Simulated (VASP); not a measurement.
# SnO2 (Pnnm) in VASP: notebook, part 2 of 2

VASP 6.6.1.

**5. Single point, r2SCAN**

Input file POSCAR:

```
SnO2
1.0
    4.7880040000      0.0000000000      0.0000000000
    0.0000000000      4.8665820000      0.0000000000
    0.0000000000      0.0000000000      3.2408980000
Sn O
2 4
Direct
    0.0000000000      0.0000000000      0.0000000000
    0.5000000000      0.5000000000      0.5000000000
    0.7081450000      0.6789580000      0.0000000000
    0.2081450000      0.8210420000      0.5000000000
    0.7918550000      0.1789580000      0.5000000000
    0.2918550000      0.3210420000      0.0000000000
```

Input file INCAR.step1:

```
SYSTEM = SnO2
ALGO = Normal
EDIFF = 1E-4
ENCUT = 520
GGA = PE
ISMEAR = -1
LASPH = .True.
LCHARG = .False.
LREAL = .False.
LWAVE = .True.
NBANDS = 35
NELM = 100
PREC = Accurate
SIGMA = 0.05
```

Input file INCAR.step2:

```
SYSTEM = SnO2
ALGO = Normal
EDIFF = 1E-6
ENCUT = 520
ISIF = 2
ISMEAR = -1
ISTART = 1
LASPH = .True.
LCHARG = .False.
LMIXTAU = .True.
LREAL = .False.
LWAVE = .False.
METAGGA = R2SCAN
NBANDS = 35
NELM = 100
PREC = Accurate
SIGMA = 0.05
```

Input file KPOINTS:

```
k-points
0
Gamma
  5 5 6
  0 0 0
```

Potentials or basis: VASP PAW PBE potentials, release 64 (Sn_d, O).

Run with:

```
cat potpaw_PBE.64/Sn_d/POTCAR potpaw_PBE.64/O/POTCAR > POTCAR
cp INCAR.step1 INCAR
mpirun -np 1 vasp_std > vasp.out
cp INCAR.step2 INCAR
mpirun -np 1 vasp_std > vasp.out
```

OUTCAR:

```text
SYSTEM = SnO2
   EDIFF = 1E-6
   ENCUT = 520
   ISIF = 2
   ISMEAR = -1
   ISTART = 1
   LASPH = .True.
   LREAL = .False.
   METAGGA = R2SCAN
   NELM = 100
   PREC = Accurate

 ion  position               nearest neighbor table
   1  0.000  0.000  0.000-   4 2.09   5 2.09   4 2.09   5 2.09   3 2.10   6 2.10
   2  0.500  0.500  0.500-   3 2.09   6 2.09   3 2.09   6 2.09   5 2.10   4 2.10
   3  0.708  0.679  0.000-   2 2.09   2 2.09   1 2.10
   4  0.208  0.821  0.500-   1 2.09   1 2.09   2 2.10
   5  0.792  0.179  0.500-   1 2.09   1 2.09   2 2.10
   6  0.292  0.321  0.000-   2 2.09   2 2.09   1 2.10

  LATTYP: Found a simple orthorhombic cell.
 ALAT       =     3.2408980000
 B/A-ratio  =     1.4773695439
 C/A-ratio  =     1.5016152930

  Lattice vectors:

 A1 = (   0.0000000000,   0.0000000000,   3.2408980000)
 A2 = (   4.7880040000,   0.0000000000,   0.0000000000)
 A3 = (   0.0000000000,   4.8665820000,   0.0000000000)

Analysis of symmetry for initial positions (statically):
=====================================================================
 Subroutine PRICEL returns:
 Original cell was already a primitive cell.

 Routine SETGRP: Setting up the symmetry group for a
 simple orthorhombic supercell.

 Subroutine GETGRP returns: Found  8 space group operations
 (whereof  4 operations were pure point group operations)
 out of a pool of  8 trial point group operations.

The static configuration has the point symmetry C_2h.
 The point group associated with its full space group is D_2h.

Analysis of symmetry for dynamics (positions and initial velocities):
=====================================================================
 Subroutine PRICEL returns:
 Original cell was already a primitive cell.

 Routine SETGRP: Setting up the symmetry group for a
 simple orthorhombic supercell.

 Subroutine GETGRP returns: Found  8 space group operations
 (whereof  4 operations were pure point group operations)
 out of a pool of  8 trial point group operations.

The dynamic configuration has the point symmetry C_2h.
 The point group associated with its full space group is D_2h.

 Subroutine INISYM returns: Found  8 space group operations
 (whereof  4 operations are pure point group operations),
 and found     1 'primitive' translations

----------------------------------------------------------------------------------------

                                     Primitive cell

  volume of cell :      75.5169

  direct lattice vectors                    reciprocal lattice vectors
     4.788004000  0.000000000  0.000000000     0.208855298  0.000000000  0.000000000
     0.000000000  4.866582000  0.000000000     0.000000000  0.205483027  0.000000000
     0.000000000  0.000000000  3.240898000     0.000000000  0.000000000  0.308556456

  length of vectors
     4.788004000  4.866582000  3.240898000     0.208855298  0.205483027  0.308556456

  position of ions in fractional coordinates (direct lattice)
     0.000000000  0.000000000  0.000000000
     0.500000000  0.500000000  0.500000000
     0.708145000  0.678958000  0.000000000
     0.208145000  0.821042000  0.500000000
     0.791855000  0.178958000  0.500000000
     0.291855000  0.321042000  0.000000000

  ion indices of the primitive-cell ions
   primitive index   ion index
                 1           1
                 2           2
[... 35 lines left out ...]
  0.400000  0.000000  0.000000      2.000000
  0.000000  0.200000  0.000000      2.000000
  0.200000  0.200000  0.000000      4.000000
  0.400000  0.200000  0.000000      4.000000
[... 16 lines left out ...]
  0.200000  0.200000  0.333333      8.000000
  0.400000  0.200000  0.333333      8.000000
 [... further k-points ...]
   k-points           NKPTS =     36   k-points in BZ     NKDIM =     36   number of bands    NBANDS=     35
   number of dos      NEDOS =    301   number of ions     NIONS =      6
   total plane-waves  NPLWV =  31104
   dimension x,y,z NGX =    36 NGY =   36 NGZ =   24
   dimension x,y,z NGXF=    72 NGYF=   72 NGZF=   48
   ions per type =               2   4
   NGX,Y,Z   is equivalent  to a cutoff of  12.50, 12.30, 12.31 a.u.
   NGXF,Y,Z  is equivalent  to a cutoff of  25.00, 24.60, 24.62 a.u.
 SYSTEM =  SnO2
   PREC   = accura    normal or accurate (medium, high low for compatibility)
   ISTART =      1    job   : 0-new  1-cont  2-samecut
   ICHARG =      0    charge: 1-file 2-atom 10-const
   ISPIN  =      1    spin polarized calculation?
   LNONCOLLINEAR =      F non collinear calculations
   LSORBIT =      F    spin-orbit coupling
   LASPH  =      T    aspherical Exc in radial PAW
   ENCUT  =  520.0 eV  38.22 Ry    6.18 a.u.   8.90  9.05  6.03*2*pi/ulx,y,z
   NELM   =    100;   NELMIN=  2; NELMDL=  0     # of ELM steps
   EDIFF  = 0.1E-05   stopping-criterion for ELM
   LREAL  =      F    real-space projection
   EDIFFG = 0.1E-04   stopping-criterion for IOM
   NSW    =      0    number of steps for IOM
   IBRION =     -1    ionic relax: 0-MD 1-quasi-New 2-CG
   NFREE  =      0    steps in history (QN), initial steepest desc. (CG)
   ISIF   =      2    stress and relaxation
   ISYM   =      2    0-nonsym 1-usesym 2-fastsym
   POTIM  = 0.5000    time-step for ionic-motion
   TEBEG  =    0.0;   TEEND  =   0.0 temperature during run
   PSTRESS=    0.0 pullay stress
   NELECT =      52.0000    total number of electrons
   NUPDOWN=      -1.0000    fix difference up-down
   EMIN   =  10.00;   EMAX   =-10.00  energy-range for DOS
   EFERMI =   0.00;   METHOD = LEGACY
   ISMEAR =    -1;   SIGMA  =   0.05  broadening in eV -4-tet -1-fermi 0-gaus
   EFERMI_NEDOS =   21; number of points for ismear=-14 and -15
   IALGO  =     38    algorithm
   IMIX   =      4    mixing-type and parameters
     AMIX     =   0.40;   BMIX     =  1.00
     AMIX_MAG =   1.60;   BMIX_MAG =  1.00
  volume/ion in A,a.u.               =      12.59        84.94
  Fermi-wavevector in a.u.,A,eV,Ry     =   1.445644  2.731871 28.434627  2.089886
  Thomas-Fermi vector in A             =   2.563802
   LORBIT       =      0    0 simple, 1 ext, 2 COOP (PROOUT), +10 PAW based schemes
   METAGGA = R2SCAN    functional components
   LHFCALC =     F    Hartree Fock is set to
   AEXX    =    0.0000 exact exchange contribution
   IVDW    =     0    specifies the selected vdW correction
   LEPSILON=     F    determine dielectric tensor
   LRPA    =     F    only Hartree local field effects (RPA)
 non-spin polarized calculation
  energy-cutoff  :      520.00
  volume of cell :       75.52
 maximum number of plane-waves:      2060
 NGX is ok and might be reduce to    36
   NGX = 17   NGY = 19   NGZ = 13

 number of electron      51.9999998 magnetization

 Free energy of the ion-electron system (eV)
  ---------------------------------------------------
  ext. energy  EPLUGINS =         0.00000000
  ---------------------------------------------------
  free energy    TOTEN  =       -84.55548230 eV

  energy without entropy =      -84.55548228  energy(sigma->0) =      -84.55548229

 E-fermi :   5.7423     XC(G=0): -11.7432

 val. band max:        5.0222773872   @ k =   0.0000   0.0000   0.0000
 cond. band min:       6.4391942885   @ k =   0.0000   0.0000   0.0000
 fundamental gap:      1.4169169013
 Fermi energy:         5.7422987688

 k-point     1 :       0.0000    0.0000    0.0000
  band No.  band energies     occupation
      1     -16.5657      2.00000
      2     -15.7662      2.00000
      3     -15.5373      2.00000
      4     -15.5340      2.00000
      5     -15.5185      2.00000
      6     -15.4574      2.00000
[... 901 lines left out ...]
     34      17.6653      0.00000
     35      18.1953      0.00000

 [... further k-points ...]

------------------------ aborting loop because EDIFF is reached ----------------------------------------

  FORCE on cell =-STRESS in cart. coord.  units (eV):
  Direction    XX          YY          ZZ          XY          YZ          ZX
  --------------------------------------------------------------------------------------
  -------------------------------------------------------------------------------------
  Total       -3.1261479     -3.2924471     -3.8885889     -0.0000000      0.0000000      0.0000000
  in kB      -66.3248378    -69.8530653    -82.5009019     -0.0000000      0.0000000      0.0000000
  external PRESSURE =     -72.8929350 kB  Pullay stress =       0.0000000 kB

 VOLUME and BASIS-vectors are now :
 -----------------------------------------------------------------------------
  energy-cutoff  :      520.00
  volume of cell :       75.52
      direct lattice vectors                 reciprocal lattice vectors
     4.788004000  0.000000000  0.000000000     0.208855298  0.000000000  0.000000000
     0.000000000  4.866582000  0.000000000     0.000000000  0.205483027  0.000000000
     0.000000000  0.000000000  3.240898000     0.000000000  0.000000000  0.308556456

 POSITION                                       TOTAL-FORCE (eV/Angst)
 -----------------------------------------------------------------------------------
      0.00000      0.00000      0.00000         0.000000      0.000000      0.000000
      2.39400      2.43329      1.62045         0.000000      0.000000      0.000000
      3.39060      3.30420      0.00000        -0.101422      0.059594      0.000000
      0.99660      3.99567      1.62045        -0.101422     -0.059594      0.000000
      3.79140      0.87091      1.62045         0.101422      0.059594      0.000000
      1.39740      1.56238      0.00000         0.101422     -0.059594      0.000000
 -----------------------------------------------------------------------------------
    total drift:                                0.000000      0.000000      0.000000

  FREE ENERGIE OF THE ION-ELECTRON SYSTEM (eV)
  ---------------------------------------------------
  free  energy   TOTEN  =       -84.5554823017 eV

  energy  without entropy=      -84.5554822832  energy(sigma->0) =      -84.55548229
```

Run time: 6.9 min. Hardware: 1 thread of Intel Xeon 8259CL, shared host; peak memory 0.22 GiB.

Results:

```
Free energy            : -84.5555 eV
Pressure               : -7.3 GPa
Largest force          : 0.118 eV/Å
Band gap on the k mesh : 1.42 eV
```

Forces in eV/Å, atoms in the order of the input:
```
Sn   0.000  0.000  0.000
Sn   0.000  0.000  0.000
O   -0.101  0.060  0.000
O   -0.101 -0.060  0.000
O    0.101  0.060  0.000
O    0.101 -0.060  0.000
```

Caveat: the cell stands under tension; the PAW data sets were made with another functional, which shifts forces and pressure a little; spin-orbit coupling is left out, which moves the levels of the heavy elements.

**6. The runs side by side**

| level | gap on the mesh (eV) | pressure (GPa) | largest force (eV/Å) |
| --- | --- | --- | --- |
| RPBE | 0.87 | 4.0 | 0.06 |
| revPBE | 0.85 | 2.9 | 0.06 |
| BLYP | 0.86 | 5.5 | 0.09 |
| r2SCAN | 1.42 | -7.3 | 0.12 |

Alike in all rows: task single point; potentials or basis VASP PAW PBE potentials, release 64 (Sn_d, O); no spin polarisation; cell as given; k mesh 5 × 5 × 6; cutoff (eV) 520; smearing fermi-dirac 0.05 eV.

On the cell as given the gap runs from 0.85 eV (revPBE) to 1.42 eV (r2SCAN). The pressure there spans -7.3 GPa (r2SCAN) to 5.5 GPa (BLYP); a positive pressure means that this level wants a larger cell, a negative one a smaller.

Caveats: the PAW data sets were made with another functional, which shifts forces and pressure a little; spin-orbit coupling is left out, which moves the levels of the heavy elements; the cell stands under pressure (at least some runs); the cell stands under tension (at least some runs).

Total energies depend on the potentials used, so only differences within one code and one set of settings carry meaning.
